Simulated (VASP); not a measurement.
# NbAgTe2Br3 (P-3m1) in VASP: single point with PBE

Aim: the single point of NbAgTe2Br3 with PBE.

Program: VASP 6.6.1. These are calculated values, not measurements. Logs are shortened: lines on timing, memory, paths and dates and some standing lists are left out, and cuts for length are marked.

### Step 1. The cell of the first run

It takes space group P-3m1 (No. 164, trigonal). The conventional cell has a = 5.854 Å, b = 5.854 Å, c = 6.051 Å, α = 90.00°, β = 90.00°, γ = 120.00°. Within 3.9 Å of Nb (site symmetry -3m) lie 6 Br at 2.93 Å and 2 Ag at 3.03 Å. Within 4.0 Å of Ag (site symmetry -3m) lie 2 Nb at 3.03 Å and 6 Te at 3.38 Å. Te (site symmetry 3m) has 3 Ag at 3.38 Å and 3 Te at 3.38 Å and 6 Br at 3.46 to 3.47 Å and 6 Nb at 4.53 to 4.54 Å within 4.6 Å. Br (site symmetry 2/m) has 4 Br at 2.93 Å and 2 Nb at 2.93 Å and 4 Te at 3.46 to 3.47 Å within 3.9 Å.

The cell was generated, and may not be a known phase.

### Step 2. Single point, PBE

Input file INCAR:

```
  ALGO = Normal
  EDIFF = 1E-6
  ENCUT = 520
  GGA = PE
  ISIF = 2
  ISMEAR = 0
  LASPH = T
  LCHARG = F
  LREAL = F
  LWAVE = F
  NBANDS = 38
  NELM = 60
  PREC = Accurate
  SIGMA = 0.15
```

Input file KPOINTS:

```
k-points
0
Gamma
  3 3 2
```

Input file POSCAR:

```
NbAgTe2Br3
1.0
    5.8544760975      0.0000000030      0.0000000000
   -2.9272380514      5.0701250248      0.0000000000
    0.0000000000      0.0000000000      6.0513112657
Nb Ag Te Br
1 1 2 3
Direct
    0.0000000000      0.0000000000      0.0000000000
    0.0000000000      0.0000000000      0.5000000000
    0.3333333333      0.6666666667      0.4986449698
    0.6666666667      0.3333333333      0.5013550302
    0.5000000000      0.0000000000      0.0000000000
    0.0000000000      0.5000000000      0.0000000000
    0.5000000000      0.5000000000      0.0000000000
```

Potentials or basis: VASP PAW PBE potentials, release 64 (Nb_sv, Ag, Te, Br).

Run with:

```
> cat potpaw_PBE.64/Nb_sv/POTCAR potpaw_PBE.64/Ag/POTCAR potpaw_PBE.64/Te/POTCAR potpaw_PBE.64/Br/POTCAR > POTCAR
> mpirun -np 1 vasp_std > vasp.out
```

OUTCAR:

```text
EDIFF = 1E-6
   ENCUT = 520
   GGA = PE
   ISIF = 2
   ISMEAR = 0
   LASPH = T
   LREAL = F
   NELM = 60
   PREC = Accurate

 ion  position               nearest neighbor table
   1  0.000  0.000  0.000-   2 3.03   2 3.03
   2  0.000  0.000  0.500-   1 3.03   1 3.03   4 3.38   3 3.38   4 3.38   3 3.38   4 3.38   3 3.38

   3  0.333  0.667  0.499-   2 3.38   2 3.38   2 3.38   4 3.38   4 3.38   4 3.38
   4  0.667  0.333  0.501-   2 3.38   2 3.38   2 3.38   3 3.38   3 3.38   3 3.38
   5  0.500  0.000  0.000-
   6  0.000  0.500  0.000-
   7  0.500  0.500  0.000-

  LATTYP: Found a hexagonal cell.
 ALAT       =     5.8544760975
 C/A-ratio  =     1.0336213121

  Lattice vectors:

 A1 = (   5.8544760975,   0.0000000030,   0.0000000000)
 A2 = (  -2.9272380514,   5.0701250248,   0.0000000000)
 A3 = (   0.0000000000,   0.0000000000,   6.0513112657)

Analysis of symmetry for initial positions (statically):
=====================================================================
 Subroutine PRICEL returns:
 Original cell was already a primitive cell.

 Routine SETGRP: Setting up the symmetry group for a
 hexagonal supercell.

 Subroutine GETGRP returns: Found 12 space group operations
 (whereof 12 operations were pure point group operations)
 out of a pool of 24 trial point group operations.

The static configuration has the point symmetry D_3d.

Analysis of symmetry for dynamics (positions and initial velocities):
=====================================================================
 Subroutine PRICEL returns:
 Original cell was already a primitive cell.

 Routine SETGRP: Setting up the symmetry group for a
 hexagonal supercell.

 Subroutine GETGRP returns: Found 12 space group operations
 (whereof 12 operations were pure point group operations)
 out of a pool of 24 trial point group operations.

The dynamic configuration has the point symmetry D_3d.

 Subroutine INISYM returns: Found 12 space group operations
 (whereof 12 operations are pure point group operations),
 and found     1 'primitive' translations

----------------------------------------------------------------------------------------

                                     Primitive cell

  volume of cell :     179.6206

  direct lattice vectors                    reciprocal lattice vectors
     5.854476098  0.000000003  0.000000000     0.170809477  0.098616898  0.000000000
    -2.927238051  5.070125025  0.000000000    -0.000000000  0.197233795  0.000000000
[... 82 lines left out ...]
   ISIF   =      2    stress and relaxation
   ISYM   =      2    0-nonsym 1-usesym 2-fastsym
   POTIM  = 0.5000    time-step for ionic-motion
   TEBEG  =    0.0;   TEEND  =   0.0 temperature during run
   PSTRESS=    0.0 pullay stress
   NELECT =      57.0000    total number of electrons
   NUPDOWN=      -1.0000    fix difference up-down
   EMIN   =  10.00;   EMAX   =-10.00  energy-range for DOS
   EFERMI =   0.00;   METHOD = LEGACY
   ISMEAR =     0;   SIGMA  =   0.15  broadening in eV -4-tet -1-fermi 0-gaus
   EFERMI_NEDOS =   21; number of points for ismear=-14 and -15
   IALGO  =     38    algorithm
   IMIX   =      4    mixing-type and parameters
     AMIX     =   0.40;   BMIX     =  1.00
     AMIX_MAG =   1.60;   BMIX_MAG =  1.00
  volume/ion in A,a.u.               =      25.66       173.16
  Fermi-wavevector in a.u.,A,eV,Ry     =   1.116643  2.110149 16.964993  1.246892
  Thomas-Fermi vector in A             =   2.253259
   LORBIT       =      0    0 simple, 1 ext, 2 COOP (PROOUT), +10 PAW based schemes
   GGA     = PE    functional components
   LHFCALC =     F    Hartree Fock is set to
   AEXX    =    0.0000 exact exchange contribution
   IVDW    =     0    specifies the selected vdW correction
   LEPSILON=     F    determine dielectric tensor
   LRPA    =     F    only Hartree local field effects (RPA)
 non-spin polarized calculation
 Gauss-broadening in eV      SIGMA  =   0.15
  energy-cutoff  :      520.00
  volume of cell :      179.62
 maximum number of plane-waves:      4860
 NGX is ok and might be reduce to    48
   NGX = 21   NGY = 21   NGZ = 23

 number of electron      56.9999992 magnetization

 Free energy of the ion-electron system (eV)
  ---------------------------------------------------
  ext. energy  EPLUGINS =         0.00000000
  ---------------------------------------------------
  free energy    TOTEN  =       -19.27459703 eV

  energy without entropy =      -19.12754122  energy(sigma->0) =      -19.20106912

 E-fermi :   5.5953     XC(G=0):  -9.9839

 val. band max:        5.5783815681   @ k =   0.0000   0.0000   0.5000
 cond. band min:       5.6772356859   @ k =   0.3333  -0.0000   0.0000
 fundamental gap:      0.0988541178
 Fermi energy:         5.5952840335

 k-point     1 :       0.0000    0.0000    0.0000
  band No.  band energies     occupation
      1     -50.4467      2.00000
      2     -26.5486      2.00000
      3     -26.5486      2.00000
      4     -26.2762      2.00000
      5     -11.2389      2.00000
      6      -9.2918      2.00000
[... 235 lines left out ...]
     37      12.1081      0.00000
     38      12.2808      0.00000

------------------------ aborting loop because EDIFF is reached ----------------------------------------

  FORCE on cell =-STRESS in cart. coord.  units (eV):
  Direction    XX          YY          ZZ          XY          YZ          ZX
  --------------------------------------------------------------------------------------
  -------------------------------------------------------------------------------------
  Total        0.0615200      0.0615200      0.5839428     -0.0000000     -0.0000000     -0.0000000
  in kB        0.5487454      0.5487454      5.2086441     -0.0000000     -0.0000000     -0.0000000
  external PRESSURE =       2.1020449 kB  Pullay stress =       0.0000000 kB

 VOLUME and BASIS-vectors are now :
 -----------------------------------------------------------------------------
  energy-cutoff  :      520.00
  volume of cell :      179.62
      direct lattice vectors                 reciprocal lattice vectors
     5.854476098  0.000000003  0.000000000     0.170809477  0.098616898  0.000000000
    -2.927238051  5.070125025  0.000000000    -0.000000000  0.197233795  0.000000000
     0.000000000  0.000000000  6.051311266     0.000000000  0.000000000  0.165253439

 POSITION                                       TOTAL-FORCE (eV/Angst)
 -----------------------------------------------------------------------------------
      0.00000      0.00000      0.00000         0.000000      0.000000      0.000000
      0.00000      0.00000      3.02566         0.000000      0.000000      0.000000
     -0.00000      3.38008      3.01746        -0.000000      0.000000      0.022262
      2.92724      1.69004      3.03386        -0.000000     -0.000000     -0.022262
      2.92724      0.00000      0.00000         0.000000      0.000000      0.000000
     -1.46362      2.53506      0.00000         0.000000      0.000000      0.000000
      1.46362      2.53506      0.00000         0.000000      0.000000      0.000000
 -----------------------------------------------------------------------------------
    total drift:                                0.000000      0.000000      0.000000

  FREE ENERGIE OF THE ION-ELECTRON SYSTEM (eV)
  ---------------------------------------------------
  free  energy   TOTEN  =       -19.2745970319 eV

  energy  without entropy=      -19.1275412179  energy(sigma->0) =      -19.20106912
```

OSZICAR:

```text
N       E                     dE             d eps       ncg     rms          rms(c)
DAV:   1     0.416889605595E+03    0.41689E+03   -0.25448E+04   456   0.133E+03
DAV:   2     0.146946586428E+02   -0.40219E+03   -0.38898E+03   594   0.327E+02
DAV:   3    -0.203248202298E+02   -0.35019E+02   -0.33712E+02   546   0.902E+01
DAV:   4    -0.225701680007E+02   -0.22453E+01   -0.22238E+01   768   0.241E+01
DAV:   5    -0.226153913181E+02   -0.45223E-01   -0.45120E-01   600   0.247E+00    0.166E+01
DAV:   6    -0.321533135393E+02   -0.95379E+01   -0.13094E+02   630   0.218E+01    0.242E+01
DAV:   7    -0.195697935007E+02    0.12584E+02   -0.38213E+01   664   0.288E+01    0.719E+00
DAV:   8    -0.193013426042E+02    0.26845E+00   -0.25427E+00   556   0.619E+00    0.547E+00
DAV:   9    -0.192960948913E+02    0.52477E-02   -0.32088E-01   608   0.240E+00    0.209E+00
DAV:  10    -0.192832196269E+02    0.12875E-01   -0.82408E-02   600   0.146E+00    0.141E+00
DAV:  11    -0.192753388518E+02    0.78808E-02   -0.12716E-02   598   0.487E-01    0.821E-01
DAV:  12    -0.192760618962E+02   -0.72304E-03   -0.27945E-03   562   0.312E-01    0.503E-01
DAV:  13    -0.192747475340E+02    0.13144E-02   -0.27241E-03   682   0.259E-01    0.193E-01
DAV:  14    -0.192746326804E+02    0.11485E-03   -0.19340E-04   628   0.766E-02    0.535E-02
DAV:  15    -0.192746057340E+02    0.26946E-04   -0.12638E-04   592   0.346E-02    0.327E-02
DAV:  16    -0.192746015233E+02    0.42107E-05   -0.58315E-06   560   0.127E-02    0.301E-02
DAV:  17    -0.192745975419E+02    0.39814E-05   -0.10370E-05   550   0.147E-02    0.380E-03
DAV:  18    -0.192745970319E+02    0.50994E-06   -0.11692E-06   352   0.529E-03
   1 F= -.19274597E+02 E0= -.19201069E+02  d E =-.147056E+00
```

stdout:

```text
POSCAR found type information on POSCAR NbAgTeBr
 POSCAR found :  4 types and       7 ions
 scaLAPACK will be used
 LDA part: xc-table for (Slater+PW92), standard interpolation
 POSCAR, INCAR and KPOINTS ok, starting setup
 FFT: planning ... GRIDC
 FFT: planning ... GRID_SOFT
 FFT: planning ... GRID
 WAVECAR not read
 entering main loop
```

Run time: 71 s. Hardware: 1 thread of Intel Xeon Platinum 8488C (Sapphire Rapids), shared host; peak memory 0.33 GiB.

Results:

```yaml
Free_energy: -19.2746 eV
Pressure: 0.2 GPa
Largest_force: 0.022 eV/Å
Band_gap_on_the_k_mesh: zero (an odd number of electrons rules out a gap without spin polarisation)
```

Forces in eV/Å, atoms in the order of the input:
```
Nb   0.000  0.000  0.000
Ag   0.000  0.000  0.000
Te   0.000  0.000  0.022
Te   0.000  0.000 -0.022
Br   0.000  0.000  0.000
Br   0.000  0.000  0.000
Br   0.000  0.000  0.000
```

Stress tensor (GPa, compression positive):
```
0.05 0.00 0.00
0.00 0.05 0.00
0.00 0.00 0.52
```

Levels at points of the mesh, in eV from the Fermi level:
```
           k point  band 25  band 26  band 27  band 28  band 29  band 30  band 31  band 32  band 33  band 34
(0.00, 0.00, 0.00)    -0.83    -0.47    -0.47    -0.13    -0.13    -0.06    -0.06     0.33     0.33     0.43
(0.00, 0.00, 0.50)    -0.86    -0.86    -0.13    -0.13    -0.13    -0.02     0.32     0.32     0.37     0.53
```

Caveat: the k points lie up to 0.52 Å⁻¹ apart, too coarse for converged energies and pressures of a metal; spin-orbit coupling is left out, which moves the levels of the heavy elements; an odd number of electrons without spin polarisation forces a metal; a magnetic or distorted state may lie lower.

The gap in the log of VASP goes by the Fermi energy; the results here count the filled bands.